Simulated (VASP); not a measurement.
# CoO in VASP: a series of runs

CoO is run at these levels: PBE+U, revPBE+D3(BJ)+U; tasks: relaxation of shape and atoms at fixed volume, single point.

Everything below comes from runs of VASP 6.6.1. Logs are shortened: lines on timing, memory, paths and dates and some standing lists are left out, and cuts for length are marked.

## 1. The cell of the first run

It takes space group I4/mmm (No. 139, tetragonal). Conventional cell: a = 3.016 Å, b = 3.016 Å, c = 4.215 Å, α = 90.00°, β = 90.00°, γ = 90.00°. Within 2.8 Å of Co (site symmetry 4/mmm) lie 6 O at 2.11 to 2.13 Å. Within 2.8 Å of O (site symmetry 4/mmm) lie 6 Co at 2.11 to 2.13 Å.

## 2. Relaxation of shape and atoms at fixed volume, PBE+U, collinear spin, ferromagnetic start

INCAR reads:

```
SYSTEM = CoO
PREC = Accurate
ENCUT = 600
EDIFF = 1E-7
ISMEAR = 0
SIGMA = 0.05
LREAL = .FALSE.
LASPH = .TRUE.
NELM = 150
ALGO = Normal
ISIF = 4
LWAVE = .FALSE.
LCHARG = .FALSE.
ISPIN = 2
MAGMOM = 2.85 0
LORBIT = 11
LMAXMIX = 4
LDAU = .TRUE.
LDAUTYPE = 2
LDAUL = 2 -1
LDAUU = 3.3 0
LDAUJ = 0 0
LDAUPRINT = 1
GGA = PE
IBRION = 2
NSW = 60
EDIFFG = -0.015
```

KPOINTS reads:

```
regular mesh
0
G
  10 10 10
  0 0 0
```

POSCAR reads:

```
CoO
1.0
   -1.5080004432      1.5080004432      2.1072503604
    1.5080004432     -1.5080004432      2.1072503604
    1.5080004432      1.5080004432     -2.1072503604
Co O
1 1
Direct
    0.0000000000      0.0000000000      0.0000000000
    0.5000000000      0.5000000000      0.0000000000
```

Potentials or basis: VASP PAW PBE potentials, release 64 (Co, O).

Run with:

```
> cat potpaw_PBE.64/Co/POTCAR potpaw_PBE.64/O/POTCAR > POTCAR
> mpirun -np 1 vasp_std > vasp.out
```

OUTCAR:

```text
SYSTEM = CoO
   PREC = Accurate
   ENCUT = 600
   EDIFF = 1E-7
   ISMEAR = 0
   LREAL = .FALSE.
   LASPH = .TRUE.
   NELM = 150
   ISIF = 4
   ISPIN = 2
   LORBIT = 11
   GGA = PE
   IBRION = 2
   NSW = 60
   EDIFFG = -0.015

 ion  position               nearest neighbor table
   1  0.000  0.000  0.000-   2 2.11   2 2.11   2 2.13   2 2.13   2 2.13   2 2.13
   2  0.500  0.500  0.000-   1 2.11   1 2.11   1 2.13   1 2.13   1 2.13   1 2.13

  LATTYP: Found a body centered tetragonal cell.
 ALAT       =     3.0160008864
 C/A-ratio  =     1.3973804649

  Lattice vectors:

 A1 = (  -1.5080004432,   1.5080004432,   2.1072503604)
 A2 = (   1.5080004432,  -1.5080004432,   2.1072503604)
 A3 = (   1.5080004432,   1.5080004432,  -2.1072503604)

Analysis of symmetry for initial positions (statically):
=====================================================================
 Subroutine PRICEL returns:
 Original cell was already a primitive cell.

 Routine SETGRP: Setting up the symmetry group for a
 body centered tetragonal supercell.

 Subroutine GETGRP returns: Found 16 space group operations
 (whereof 16 operations were pure point group operations)
 out of a pool of 16 trial point group operations.

The static configuration has the point symmetry D_4h.

Analysis of symmetry for dynamics (positions and initial velocities):
=====================================================================
 Subroutine PRICEL returns:
 Original cell was already a primitive cell.

 Routine SETGRP: Setting up the symmetry group for a
 body centered tetragonal supercell.

 Subroutine GETGRP returns: Found 16 space group operations
 (whereof 16 operations were pure point group operations)
 out of a pool of 16 trial point group operations.

The dynamic configuration has the point symmetry D_4h.

Analysis of structural, dynamic, and magnetic symmetry:
=====================================================================
 Subroutine PRICEL returns:
 Original cell was already a primitive cell.

 Routine SETGRP: Setting up the symmetry group for a
 body centered tetragonal supercell.

 Subroutine GETGRP returns: Found 16 space group operations
 (whereof 16 operations were pure point group operations)
 out of a pool of 16 trial point group operations.

The overall configuration has the point symmetry D_4h.

 Subroutine INISYM returns: Found 16 space group operations
 (whereof 16 operations are pure point group operations),
 and found     1 'primitive' translations

----------------------------------------------------------------------------------------

                                     Primitive cell

  volume of cell :      19.1681

  direct lattice vectors                    reciprocal lattice vectors
    -1.508000443  1.508000443  2.107250360     0.000000000  0.331564889  0.237276030
     1.508000443 -1.508000443  2.107250360     0.331564889  0.000000000  0.237276030
     1.508000443  1.508000443 -2.107250360     0.331564889  0.331564889  0.000000000

  length of vectors
     2.998105194  2.998105194  2.998105194     0.407719500  0.407719500  0.468903563

  position of ions in fractional coordinates (direct lattice)
     0.000000000  0.000000000  0.000000000
     0.500000000  0.500000000  0.000000000

  ion indices of the primitive-cell ions
   primitive index   ion index
                 1           1
                 2           2

----------------------------------------------------------------------------------------

 KPOINTS: regular mesh

Automatic generation of k-mesh.
 Grid dimensions read from file:
 generate k-points for:   10   10   10
[... 67 lines left out ...]
   NSW    =     60    number of steps for IOM
   IBRION =      2    ionic relax: 0-MD 1-quasi-New 2-CG
   NFREE  =      1    steps in history (QN), initial steepest desc. (CG)
   ISIF   =      4    stress and relaxation
   ISYM   =      2    0-nonsym 1-usesym 2-fastsym
   POTIM  = 0.5000    time-step for ionic-motion
   TEBEG  =    0.0;   TEEND  =   0.0 temperature during run
   PSTRESS=    0.0 pullay stress
   NELECT =      15.0000    total number of electrons
   NUPDOWN=      -1.0000    fix difference up-down
   EMIN   =  10.00;   EMAX   =-10.00  energy-range for DOS
   EFERMI =   0.00;   METHOD = LEGACY
   ISMEAR =     0;   SIGMA  =   0.05  broadening in eV -4-tet -1-fermi 0-gaus
   EFERMI_NEDOS =   21; number of points for ismear=-14 and -15
   IALGO  =     38    algorithm
   IMIX   =      4    mixing-type and parameters
     AMIX     =   0.40;   BMIX     =  1.00
     AMIX_MAG =   1.60;   BMIX_MAG =  1.00
  volume/ion in A,a.u.               =       9.58        64.68
  Fermi-wavevector in a.u.,A,eV,Ry     =   1.508617  2.850872 30.965828  2.275924
  Thomas-Fermi vector in A             =   2.619047
   LORBIT       =     11    0 simple, 1 ext, 2 COOP (PROOUT), +10 PAW based schemes
 LDA+U is selected, type is set to LDAUTYPE =  2
   angular momentum for each species LDAUL =     2   -1
   U (eV)           for each species LDAUU =   3.3  0.0
   J (eV)           for each species LDAUJ =   0.0  0.0
   GGA     = PE    functional components
   LHFCALC =     F    Hartree Fock is set to
   AEXX    =    0.0000 exact exchange contribution
   IVDW    =     0    specifies the selected vdW correction
   LEPSILON=     F    determine dielectric tensor
   LRPA    =     F    only Hartree local field effects (RPA)
 conjugate gradient relaxation of ions
 spin polarized calculation
 Gauss-broadening in eV      SIGMA  =   0.05
  energy-cutoff  :      600.00
  volume of cell :       19.17
 maximum number of plane-waves:       653
   NGX = 11   NGY = 11   NGZ = 11

--------------------------------------- Ionic step        1  -------------------------------------------

 number of electron      15.0000006 magnetization       2.9999682

 Free energy of the ion-electron system (eV)
  ---------------------------------------------------
  ext. energy  EPLUGINS =         0.00000000
  ---------------------------------------------------
  free energy    TOTEN  =       -11.50242715 eV

  energy without entropy =      -11.50032409  energy(sigma->0) =      -11.50137562

------------------------ aborting loop because EDIFF is reached ----------------------------------------

  FORCE on cell =-STRESS in cart. coord.  units (eV):
  Direction    XX          YY          ZZ          XY          YZ          ZX
  --------------------------------------------------------------------------------------
  -------------------------------------------------------------------------------------
  Total        0.3233906      0.3233906     -0.6026767      0.0000000      0.0000000      0.0000000
  in kB       27.0308033     27.0308033    -50.3750993      0.0000000      0.0000000      0.0000000
  external PRESSURE =       1.2288358 kB  Pullay stress =       0.0000000 kB
[... 53 lines left out ...]
  FREE ENERGIE OF THE ION-ELECTRON SYSTEM (eV)
  ---------------------------------------------------
  free  energy   TOTEN  =       -11.5138455429 eV

  energy  without entropy=      -11.5116971169  energy(sigma->0) =      -11.51277133

atom =   1  type =  1  l = 2

 onsite density matrix

spin component  1

  1.0051 -0.0000  0.0000  0.0000  0.0000
 -0.0000  0.9709  0.0000  0.0000  0.0000
  0.0000  0.0000  1.0213  0.0000 -0.0000
  0.0000  0.0000  0.0000  0.9709  0.0000
  0.0000  0.0000 -0.0000  0.0000  0.9646

spin component  2

  0.1122 -0.0000  0.0000 -0.0000 -0.0000
 -0.0000  0.4979 -0.0000  0.0000 -0.0000
  0.0000 -0.0000  0.1690  0.0000 -0.0000
 -0.0000  0.0000  0.0000  0.4979  0.0000
 -0.0000 -0.0000 -0.0000  0.0000  0.9559

 occupancies and eigenvectors

  o =  0.1122  v =  0.0000  0.0000  0.0000  0.0000  0.0000  1.0000  0.0000  0.0000  0.0000  0.0000      0.0000  0.0000  0.0000  0.0000  0.0000  0.0000  0.0000  0.0000  0.0000  0.0000
  o =  0.1690  v =  0.0000  0.0000  0.0000  0.0000  0.0000  0.0000 -0.0000  1.0000  0.0000 -0.0000      0.0000  0.0000  0.0000  0.0000  0.0000  0.0000  0.0000  0.0000  0.0000  0.0000
  o =  0.4979  v =  0.0000  0.0000  0.0000  0.0000  0.0000  0.0000  0.8691  0.0000  0.4947 -0.0000      0.0000  0.0000  0.0000  0.0000  0.0000  0.0000  0.0000  0.0000  0.0000  0.0000
  o =  0.4979  v =  0.0000  0.0000  0.0000  0.0000  0.0000  0.0000 -0.4947 -0.0000  0.8691 -0.0000      0.0000  0.0000  0.0000  0.0000  0.0000  0.0000  0.0000  0.0000  0.0000  0.0000
  o =  0.9559  v =  0.0000  0.0000  0.0000  0.0000  0.0000  0.0000 -0.0000  0.0000  0.0000  1.0000      0.0000  0.0000  0.0000  0.0000  0.0000  0.0000  0.0000  0.0000  0.0000  0.0000
  o =  0.9646  v =  0.0000  0.0000  0.0000  0.0000 -1.0000  0.0000  0.0000  0.0000  0.0000  0.0000      0.0000  0.0000  0.0000  0.0000  0.0000  0.0000  0.0000  0.0000  0.0000  0.0000
  o =  0.9709  v =  0.0000  0.6819 -0.0000  0.7314  0.0000  0.0000  0.0000  0.0000  0.0000  0.0000      0.0000  0.0000  0.0000  0.0000  0.0000  0.0000  0.0000  0.0000  0.0000  0.0000
  o =  0.9709  v =  0.0000  0.7314 -0.0000 -0.6819  0.0000  0.0000  0.0000  0.0000  0.0000  0.0000      0.0000  0.0000  0.0000  0.0000  0.0000  0.0000  0.0000  0.0000  0.0000  0.0000
  o =  1.0051  v =  1.0000  0.0000  0.0000  0.0000  0.0000  0.0000  0.0000  0.0000  0.0000  0.0000      0.0000  0.0000  0.0000  0.0000  0.0000  0.0000  0.0000  0.0000  0.0000  0.0000
  o =  1.0213  v =  0.0000 -0.0000 -1.0000  0.0000 -0.0000  0.0000  0.0000  0.0000  0.0000  0.0000      0.0000  0.0000  0.0000  0.0000  0.0000  0.0000  0.0000  0.0000  0.0000  0.0000

--------------------------------------- Ionic step        3  -------------------------------------------

 number of electron      15.0000003 magnetization       3.0000001

 Free energy of the ion-electron system (eV)
  ---------------------------------------------------
  ext. energy  EPLUGINS =         0.00000000
  ---------------------------------------------------
  free energy    TOTEN  =       -11.52057166 eV

  energy without entropy =      -11.51802056  energy(sigma->0) =      -11.51929611

 E-fermi :   7.9258     XC(G=0): -12.4246

 val. band max:        7.9226037029   @ k =  -0.1000   0.4000   0.1000
 cond. band min:       7.9269782101   @ k =  -0.3000   0.3000   0.2000
 fundamental gap:      0.0043745072
 Fermi energy:         7.9258036261

 spin component 1

 k-point     1 :       0.0000    0.0000    0.0000
  band No.  band energies     occupation
      1     -12.0834      1.00000
      2       2.6560      1.00000
      3       2.9127      1.00000
      4       2.9127      1.00000
      5       2.9524      1.00000
      6       3.9691      1.00000
      7       4.8869      1.00000
      8       5.1683      1.00000
      9       5.1683      1.00000
     10       9.1911      0.00000
     11      25.0253      0.00000
     12      25.1473      0.00000
[... 738 lines left out ...]
  FREE ENERGIE OF THE ION-ELECTRON SYSTEM (eV)
  ---------------------------------------------------
  free  energy   TOTEN  =       -11.5205716612 eV

  energy  without entropy=      -11.5180205641  energy(sigma->0) =      -11.51929611

 reached required accuracy - stopping structural energy minimisation

 total charge

# of ion       s       p       d       tot
------------------------------------------
    1        0.306   0.377   7.141   7.824
    2        1.549   3.463   0.000   5.011
--------------------------------------------------
tot          1.855   3.839   7.141  12.835

 magnetization (x)

# of ion       s       p       d       tot
------------------------------------------
    1        0.022   0.018   2.699   2.738
    2        0.023   0.224   0.000   0.247
--------------------------------------------------
tot          0.045   0.241   2.699   2.985
```

Wall time 2.6 min (1 thread of Intel Xeon 8259CL, shared host); peak memory 0.19 GiB.

Results:

```yaml
Free_energy: -11.5206 eV
Energy_gained_by_relaxing: 9.1 meV/atom
Ionic_steps: 3
Pressure_after_relaxing: 1.3 GPa
Band_gap_on_the_k_mesh: zero (filled and empty bands overlap)
Net_moment: 3.00 μB per cell
Site_moments: Co +2.74; O +0.25 μB
Valence_electrons_inside_the_program's_atomic_spheres: Co 7.82; O 5.01
```

Stress tensor (GPa, compression positive):
```
1.37 0.00 0.00
0.00 1.37 0.00
0.00 0.00 1.25
```

The path:
| step | energy change (eV) | largest force (eV/Å) | pressure (GPa) | volume (Å³) |
| --- | --- | --- | --- | --- |
| 1 | 0.0000 | 0.0000 | 0.12 | 19.17 |
| 2 | -0.0114 | 0.0000 | 0.33 | 19.17 |
| 3 | -0.0181 | 0.0000 | 1.33 | 19.17 |

Final structure:
```yaml
crystal:
  lattice:
    - [-1.53586, 1.53586, 2.03150]
    - [1.53586, -1.53586, 2.03150]
    - [1.53586, 1.53586, -2.03150]
  atoms:
    - { symbol: Co, position: [0.00000, 0.00000, 0.00000] }
    - { symbol: O, position: [0.50000, 0.50000, 0.00000] }
```

Levels at points of the mesh, in eV from the Fermi level:
Spin up:
| k point | band 7 | band 8 | band 9 | band 10 | band 11 | band 12 |
| --- | --- | --- | --- | --- | --- | --- |
| (0.00, 0.00, 0.00) | -3.04 | -2.76 | -2.76 | 1.27 | 17.10 | 17.22 |
| (0.50, 0.00, 0.00) | -2.99 | -0.72 | -0.42 | 5.22 | 9.59 | 12.85 |
| (0.50, 0.50, 0.00) | -4.00 | -3.75 | -3.21 | 6.01 | 9.84 | 11.22 |
| (0.50, 0.50, 0.50) | -4.24 | -4.04 | -4.04 | 6.06 | 10.66 | 10.67 |
Spin down:
| k point | band 4 | band 5 | band 6 | band 7 | band 8 | band 9 |
| --- | --- | --- | --- | --- | --- | --- |
| (0.00, 0.00, 0.00) | -2.27 | -2.27 | -1.16 | -1.16 | 0.68 | 1.54 |
| (0.50, 0.00, 0.00) | -4.14 | -1.54 | 0.11 | 0.20 | 3.64 | 3.75 |
| (0.50, 0.50, 0.00) | -3.30 | -2.19 | -1.58 | 0.21 | 1.49 | 2.39 |
| (0.50, 0.50, 0.50) | -3.79 | -3.60 | 0.15 | 0.15 | 1.90 | 2.20 |

Eigenvalues of the final occupation matrices:
| site | spin | trace | eigenvalues |
| --- | --- | --- | --- |
| site 1 d | 1 | 4.93 | 0.96 0.97 0.97 1.01 1.02 |
| site 1 d | 2 | 2.23 | 0.11 0.17 0.50 0.50 0.96 |

Caveat: a cell with one magnetic atom can't hold antiferromagnetic order, which such compounds often take.

## 3. Single point, revPBE+D3(BJ)+U, collinear spin, ferromagnetic start (9.89 Å³/atom)

This run uses another cell than the first one, of 9.89 Å³/atom.

INCAR reads:

```
SYSTEM = CoO
PREC = Accurate
ENCUT = 520
EDIFF = 1E-6
ISMEAR = 0
SIGMA = 0.05
LREAL = .FALSE.
LASPH = .TRUE.
NELM = 150
ALGO = Normal
ISIF = 2
LWAVE = .FALSE.
LCHARG = .FALSE.
ISPIN = 2
MAGMOM = 2.88 0.24
LORBIT = 11
LMAXMIX = 4
LDAU = .TRUE.
LDAUTYPE = 2
LDAUL = 2 -1
LDAUU = 3.3 0
LDAUJ = 0 0
LDAUPRINT = 1
GGA = RE
IVDW = 12
NBANDS = 18
```

KPOINTS is that of step 2.

POSCAR reads:

```
CoO
1.0
   -1.5256110041      1.5258169569      2.1564419963
    1.4955657738     -1.5258169569      2.1349659228
    1.5256110041      1.5258169569     -2.1564419963
Co O
1 1
Direct
    0.0000000000      0.0000000000      0.0000000000
    0.5000000000      0.5000000000      0.0000000000
```

Potentials or basis: VASP PAW PBE potentials, release 64 (Co, O).

Run with:

```
> cat potpaw_PBE.64/Co/POTCAR potpaw_PBE.64/O/POTCAR > POTCAR
> mpirun -np 1 vasp_std > vasp.out
```

Wall time 9.9 min (1 thread of Intel Xeon 8259CL, shared host); peak memory 0.29 GiB.

The run converged. Its results:

| Item | Value |
| --- | --- |
| Free energy | -11.7838 eV |
| Pressure | -7.8 GPa |
| Band gap on the k mesh | zero (filled and empty bands overlap) |
| Net moment | 3.00 μB per cell |
| Site moments | Co +2.73; O +0.25 μB |
| Valence electrons inside the program's atomic spheres | Co 7.76; O 5.00 |
| Dispersion energy per atom | -0.494 eV |

Stress tensor (GPa, compression positive):
```
-8.08  0.00 -0.36
 0.00 -7.60  0.00
-0.36  0.00 -7.78
```

Levels at points of the mesh, in eV from the Fermi level:
Spin up:
```
           k point  band 7  band 8  band 9  band 10  band 11  band 12
(0.00, 0.00, 0.00)   -2.69   -2.69   -2.57     1.14    17.05    17.07
(0.50, 0.00, 0.00)   -3.07   -0.55   -0.50     5.30     9.34    13.46
(0.00, 0.50, 0.00)   -2.56   -0.53   -0.52     5.22     9.56    13.25
(0.50, 0.50, 0.00)   -3.87   -3.79   -3.33     5.90    10.03    11.02
(0.50, 0.00, 0.50)   -3.07   -0.55   -0.50     5.30     9.34    13.45
(0.50, 0.50, 0.50)   -3.87   -3.79   -3.33     5.90    10.04    11.01
```
Spin down:
```tsv
k point	band 2	band 3	band 4	band 5	band 6	band 7	band 8	band 9	band 10	band 11
(0.00, 0.00, 0.00)	-2.54	-2.21	-2.21	-2.11	-0.87	-0.87	1.57	1.57	1.67	16.86
(0.50, 0.00, 0.00)	-7.13	-4.05	-3.80	-1.48	-0.03	0.50	3.76	3.87	5.55	10.17
(0.00, 0.50, 0.00)	-7.32	-4.09	-4.09	-1.14	0.40	0.40	3.77	3.77	5.47	10.32
(0.50, 0.50, 0.00)	-5.94	-3.46	-3.35	-2.76	-0.56	0.23	2.14	2.35	6.90	10.43
(0.50, 0.00, 0.50)	-7.13	-4.05	-3.80	-1.48	-0.03	0.50	3.76	3.87	5.55	10.18
(0.50, 0.50, 0.50)	-5.94	-3.46	-3.36	-2.77	-0.55	0.23	2.14	2.35	6.90	10.44
```

Eigenvalues of the final occupation matrices:
```
    site  spin  trace               eigenvalues
site 1 d     1   4.92  0.97 0.97 0.97 1.01 1.01
site 1 d     2   2.22  0.12 0.12 0.51 0.51 0.96
```

Caveat: the cell stands under tension; the PAW data sets were made with another functional, which shifts forces and pressure a little; a cell with one magnetic atom can't hold antiferromagnetic order, which such compounds often take. The state reached can hang on the start; a lower one may exist.

[end of part 1 of 2]
